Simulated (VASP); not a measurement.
# MnAs (P6_3/mmc) in VASP: relaxation of shape and atoms at fixed volume with PBE

Aim: the relaxation of shape and atoms at fixed volume of MnAs with PBE.

Everything below comes from runs of VASP 6.6.1. Logs are shortened: lines on timing, memory, paths and dates and some standing lists are left out, and cuts for length are marked.

**1. The cell of the first run**

It takes space group P6_3/mmc (No. 194, hexagonal). Conventional cell: a = 3.679 Å, b = 3.679 Å, c = 5.540 Å, α = 90.00°, β = 90.00°, γ = 120.00°. Within 3.3 Å of Mn (site symmetry -3m) lie 6 As at 2.54 Å and 2 Mn at 2.77 Å. As (site symmetry -6m2) has 6 Mn at 2.54 Å within 3.3 Å.

**2. Relaxation of shape and atoms at fixed volume, PBE, collinear spin, ferromagnetic start (16.24 Å³/atom)**

File INCAR:

```
SYSTEM = MnAs
ALGO = Normal
EDIFF = 1E-6
EDIFFG = -0.01
ENCUT = 600
GGA = PE
IBRION = 2
ISIF = 4
ISMEAR = 0
ISPIN = 2
KPAR = 4
LASPH = .TRUE.
LCHARG = .FALSE.
LMAXMIX = 4
LORBIT = 11
LREAL = .FALSE.
LWAVE = .FALSE.
MAGMOM = 3.14 3.14 0 0
NELM = 150
NSW = 60
PREC = Accurate
SIGMA = 0.05
```

File KPOINTS:

```
k-points
0
G
  12 12 8
  0 0 0
```

File POSCAR:

```
MnAs
1.0
    3.6794712450      0.0000000000      0.0000000000
   -1.8397356225      3.1865155707      0.0000000000
    0.0000000000      0.0000000000      5.5400574022
Mn As
2 2
Direct
    0.0000000000      0.0000000000      0.0000000000
    0.0000000000      0.0000000000      0.5000000000
    0.3333333333      0.6666666667      0.2500000000
    0.6666666667      0.3333333333      0.7500000000
```

Potentials or basis: VASP PAW PBE potentials, release 64 (Mn_pv, As).

Run with:

```console
cat potpaw_PBE.64/Mn_pv/POTCAR potpaw_PBE.64/As/POTCAR > POTCAR
mpirun -np 4 vasp_std > vasp.out
```

OUTCAR:

```text
SYSTEM = MnAs
   EDIFF = 1E-6
   EDIFFG = -0.01
   ENCUT = 600
   GGA = PE
   IBRION = 2
   ISIF = 4
   ISMEAR = 0
   ISPIN = 2
   LASPH = .TRUE.
   LORBIT = 11
   LREAL = .FALSE.
   NELM = 150
   NSW = 60
   PREC = Accurate

 ion  position               nearest neighbor table
   1  0.000  0.000  0.000-   3 2.54   4 2.54   4 2.54   3 2.54   4 2.54   3 2.54   2 2.77   2 2.77

   2  0.000  0.000  0.500-   3 2.54   4 2.54   4 2.54   3 2.54   4 2.54   3 2.54   1 2.77   1 2.77

   3  0.333  0.667  0.250-   1 2.54   2 2.54   1 2.54   2 2.54   1 2.54   2 2.54
   4  0.667  0.333  0.750-   1 2.54   2 2.54   1 2.54   2 2.54   1 2.54   2 2.54

  LATTYP: Found a hexagonal cell.
 ALAT       =     3.6794712450
 C/A-ratio  =     1.5056667204

  Lattice vectors:

 A1 = (   3.6794712450,   0.0000000000,   0.0000000000)
 A2 = (  -1.8397356225,   3.1865155707,   0.0000000000)
 A3 = (   0.0000000000,   0.0000000000,   5.5400574022)

Analysis of symmetry for initial positions (statically):
=====================================================================
 Subroutine PRICEL returns:
 Original cell was already a primitive cell.

 Routine SETGRP: Setting up the symmetry group for a
 hexagonal supercell.

 Subroutine GETGRP returns: Found 24 space group operations
 (whereof 12 operations were pure point group operations)
 out of a pool of 24 trial point group operations.

The static configuration has the point symmetry D_3d.
 The point group associated with its full space group is D_6h.

Analysis of symmetry for dynamics (positions and initial velocities):
=====================================================================
 Subroutine PRICEL returns:
 Original cell was already a primitive cell.

 Routine SETGRP: Setting up the symmetry group for a
 hexagonal supercell.

 Subroutine GETGRP returns: Found 24 space group operations
 (whereof 12 operations were pure point group operations)
 out of a pool of 24 trial point group operations.

The dynamic configuration has the point symmetry D_3d.
 The point group associated with its full space group is D_6h.

Analysis of structural, dynamic, and magnetic symmetry:
=====================================================================
 Subroutine PRICEL returns:
 Original cell was already a primitive cell.

 Routine SETGRP: Setting up the symmetry group for a
 hexagonal supercell.

 Subroutine GETGRP returns: Found 24 space group operations
 (whereof 12 operations were pure point group operations)
 out of a pool of 24 trial point group operations.

The overall configuration has the point symmetry D_3d.
 The point group associated with its full space group is D_6h.

 Subroutine INISYM returns: Found 24 space group operations
 (whereof 12 operations are pure point group operations),
 and found     1 'primitive' translations

----------------------------------------------------------------------------------------

                                     Primitive cell

  volume of cell :      64.9555

  direct lattice vectors                    reciprocal lattice vectors
     3.679471245  0.000000000  0.000000000     0.271778180  0.156911206  0.000000000
    -1.839735622  3.186515571  0.000000000     0.000000000  0.313822411  0.000000000
     0.000000000  0.000000000  5.540057402     0.000000000  0.000000000  0.180503545

  length of vectors
     3.679471245  3.679471245  5.540057402     0.313822411  0.313822411  0.180503545

  position of ions in fractional coordinates (direct lattice)
     0.000000000  0.000000000  0.000000000
     0.000000000  0.000000000  0.500000000
     0.333333333  0.666666667  0.250000000
     0.666666667  0.333333333  0.750000000

  ion indices of the primitive-cell ions
   primitive index   ion index
                 1           1
                 2           2
                 3           3
                 4           4

----------------------------------------------------------------------------------------

 KPOINTS: k-points

Automatic generation of k-mesh.
 Grid dimensions read from file:
 generate k-points for:   12   12    8

 Generating k-lattice:

  Cartesian coordinates                     Fractional coordinates (reciprocal lattice)
     0.022648182  0.013075934  0.000000000     0.083333333  0.000000000  0.000000000
     0.000000000  0.026151868  0.000000000     0.000000000  0.083333333  0.000000000
     0.000000000  0.000000000  0.022562943     0.000000000  0.000000000  0.125000000

  Length of vectors
     0.026151868  0.026151868  0.022562943

  Shift w.r.t. Gamma in fractional coordinates (k-lattice)
     0.000000000  0.000000000  0.000000000

 Subroutine IBZKPT returns following result:
 ===========================================

 Found     95 irreducible k-points:

 Following reciprocal coordinates:
            Coordinates               Weight
  0.000000  0.000000  0.000000      1.000000
  0.083333 -0.000000  0.000000      6.000000
  0.166667  0.000000  0.000000      6.000000
  0.250000  0.000000  0.000000      6.000000
  0.333333  0.000000  0.000000      6.000000
  0.416667  0.000000  0.000000      6.000000
[... 16 lines left out ...]
  0.250000  0.000000  0.125000     12.000000
  0.333333  0.000000  0.125000     12.000000
 [... further k-points ...]
   k-points           NKPTS =     95   k-points in BZ     NKDIM =     95   number of bands    NBANDS=     25
   number of dos      NEDOS =    301   number of ions     NIONS =      4
   total plane-waves  NPLWV =  43200
   dimension x,y,z NGX =    30 NGY =   30 NGZ =   48
   dimension x,y,z NGXF=    60 NGYF=   60 NGZF=   96
   ions per type =               2   2
   NGX,Y,Z   is equivalent  to a cutoff of  13.55, 13.55, 14.40 a.u.
   NGXF,Y,Z  is equivalent  to a cutoff of  27.11, 27.11, 28.81 a.u.
 SYSTEM =  MnAs
   PREC   = accura    normal or accurate (medium, high low for compatibility)
   ISTART =      0    job   : 0-new  1-cont  2-samecut
   ICHARG =      2    charge: 1-file 2-atom 10-const
   ISPIN  =      2    spin polarized calculation?
   LNONCOLLINEAR =      F non collinear calculations
   LSORBIT =      F    spin-orbit coupling
   LASPH  =      T    aspherical Exc in radial PAW
   ENCUT  =  600.0 eV  44.10 Ry    6.64 a.u.   7.35  7.35 11.06*2*pi/ulx,y,z
   NELM   =    150;   NELMIN=  2; NELMDL= -5     # of ELM steps
   EDIFF  = 0.1E-05   stopping-criterion for ELM
   LREAL  =      F    real-space projection
   EDIFFG = -.1E-01   stopping-criterion for IOM
   NSW    =     60    number of steps for IOM
   IBRION =      2    ionic relax: 0-MD 1-quasi-New 2-CG
   NFREE  =      1    steps in history (QN), initial steepest desc. (CG)
   ISIF   =      4    stress and relaxation
   ISYM   =      2    0-nonsym 1-usesym 2-fastsym
   POTIM  = 0.5000    time-step for ionic-motion
   TEBEG  =    0.0;   TEEND  =   0.0 temperature during run
   PSTRESS=    0.0 pullay stress
   NELECT =      36.0000    total number of electrons
   NUPDOWN=      -1.0000    fix difference up-down
   EMIN   =  10.00;   EMAX   =-10.00  energy-range for DOS
   EFERMI =   0.00;   METHOD = LEGACY
   ISMEAR =     0;   SIGMA  =   0.05  broadening in eV -4-tet -1-fermi 0-gaus
   EFERMI_NEDOS =   21; number of points for ismear=-14 and -15
   IALGO  =     38    algorithm
   IMIX   =      4    mixing-type and parameters
     AMIX     =   0.40;   BMIX     =  1.00
     AMIX_MAG =   1.60;   BMIX_MAG =  1.00
  volume/ion in A,a.u.               =      16.24       109.59
  Fermi-wavevector in a.u.,A,eV,Ry     =   1.344736  2.541183 24.603625  1.808315
  Thomas-Fermi vector in A             =   2.472706
   LORBIT       =     11    0 simple, 1 ext, 2 COOP (PROOUT), +10 PAW based schemes
   GGA     = PE    functional components
   LHFCALC =     F    Hartree Fock is set to
   AEXX    =    0.0000 exact exchange contribution
   IVDW    =     0    specifies the selected vdW correction
   LEPSILON=     F    determine dielectric tensor
   LRPA    =     F    only Hartree local field effects (RPA)
 conjugate gradient relaxation of ions
 spin polarized calculation
 Gauss-broadening in eV      SIGMA  =   0.05
  energy-cutoff  :      600.00
  volume of cell :       64.96
 maximum number of plane-waves:      2225
 NGX is ok and might be reduce to    30
   NGX = 15   NGY = 15   NGZ = 23

--------------------------------------- Ionic step        1  -------------------------------------------

 number of electron      35.9999998 magnetization       5.8322238

 Free energy of the ion-electron system (eV)
  ---------------------------------------------------
  ext. energy  EPLUGINS =         0.00000000
  ---------------------------------------------------
  free energy    TOTEN  =       -28.27274878 eV

  energy without entropy =      -28.26910758  energy(sigma->0) =      -28.27092818

------------------------ aborting loop because EDIFF is reached ----------------------------------------

  FORCE on cell =-STRESS in cart. coord.  units (eV):
  Direction    XX          YY          ZZ          XY          YZ          ZX
  --------------------------------------------------------------------------------------
  -------------------------------------------------------------------------------------
  Total       -0.4898673     -0.4898673     -0.6143346      0.0000000      0.0000000      0.0000000
  in kB      -12.0829588    -12.0829588    -15.1530430      0.0000000      0.0000000      0.0000000
  external PRESSURE =     -13.1063202 kB  Pullay stress =       0.0000000 kB
[... 61 lines left out ...]
  energy  without entropy=      -28.2691864762  energy(sigma->0) =      -28.27101737

--------------------------------------- Ionic step        3  -------------------------------------------

 number of electron      35.9999993 magnetization       5.8387447

 Free energy of the ion-electron system (eV)
  ---------------------------------------------------
  ext. energy  EPLUGINS =         0.00000000
  ---------------------------------------------------
  free energy    TOTEN  =       -28.27284254 eV

  energy without entropy =      -28.26914575  energy(sigma->0) =      -28.27099415

 E-fermi :   7.2704     XC(G=0): -11.3810

 val. band max:        7.2702286904   @ k =   0.0833   0.0833   0.3750
 cond. band min:       7.2755168984   @ k =   0.1667   0.0000   0.2500
 fundamental gap:      0.0052882080
 Fermi energy:         7.2704406067

 spin component 1

 k-point     1 :       0.0000    0.0000    0.0000
  band No.  band energies     occupation
      1     -42.5576      1.00000
      2     -42.5576      1.00000
      3     -42.5442      1.00000
      4     -42.5442      1.00000
      5     -42.3526      1.00000
      6     -42.2186      1.00000
[... 661 lines left out ...]
     24      10.2819      0.00000
     25      12.0070      0.00000

 [... further k-points ...]

 spin component 2

 k-point     1 :       0.0000    0.0000    0.0000
  band No.  band energies     occupation
      1     -39.3439      1.00000
      2     -39.3355      1.00000
      3     -39.3355      1.00000
      4     -39.3196      1.00000
      5     -39.3196      1.00000
      6     -39.1895      1.00000
[... 694 lines left out ...]
  FREE ENERGIE OF THE ION-ELECTRON SYSTEM (eV)
  ---------------------------------------------------
  free  energy   TOTEN  =       -28.2728425444 eV

  energy  without entropy=      -28.2691457510  energy(sigma->0) =      -28.27099415

 reached required accuracy - stopping structural energy minimisation

 total charge

# of ion       s       p       d       tot
------------------------------------------
    1        0.290   6.259   5.097  11.646
    2        0.290   6.259   5.097  11.646
    3        1.220   1.525   0.057   2.802
    4        1.220   1.525   0.057   2.802
--------------------------------------------------
tot          3.018  15.569  10.309  28.896

 magnetization (x)

# of ion       s       p       d       tot
------------------------------------------
    1        0.033   0.024   2.932   2.989
    2        0.033   0.024   2.932   2.989
    3        0.004  -0.133   0.007  -0.121
    4        0.004  -0.133   0.007  -0.121
--------------------------------------------------
tot          0.073  -0.217   5.880   5.736
```

Run time: 82 s. Hardware: 4 MPI ranks of Intel Xeon 6975P-C (Granite Rapids), shared host; peak memory 0.43 GiB.

What came out:

```yaml
Free_energy: -28.2728 eV
Energy_gained_by_relaxing: 0.0 meV/atom
Ionic_steps: 3
Pressure_after_relaxing: -1.2 GPa
Net_moment: 5.84 μB per cell
Site_moments: Mn +2.99; As -0.12 μB
Valence_electrons_inside_the_program's_atomic_spheres: Mn 11.65; As 2.80
```

Final structure:
```yaml
crystal:
  lattice:
    - [3.68503, 0.00000, 0.00000]
    - [-1.84252, 3.19133, 0.00000]
    - [0.00000, 0.00000, 5.52335]
  atoms:
    - { symbol: Mn, position: [0.00000, 0.00000, 0.00000] }
    - { symbol: Mn, position: [0.00000, 0.00000, 0.50000] }
    - { symbol: As, position: [0.33333, 0.66667, 0.25000] }
    - { symbol: As, position: [0.66667, 0.33333, 0.75000] }
```

Caveat: the run started ferromagnetic, and an antiferromagnetic order may lie lower in energy.
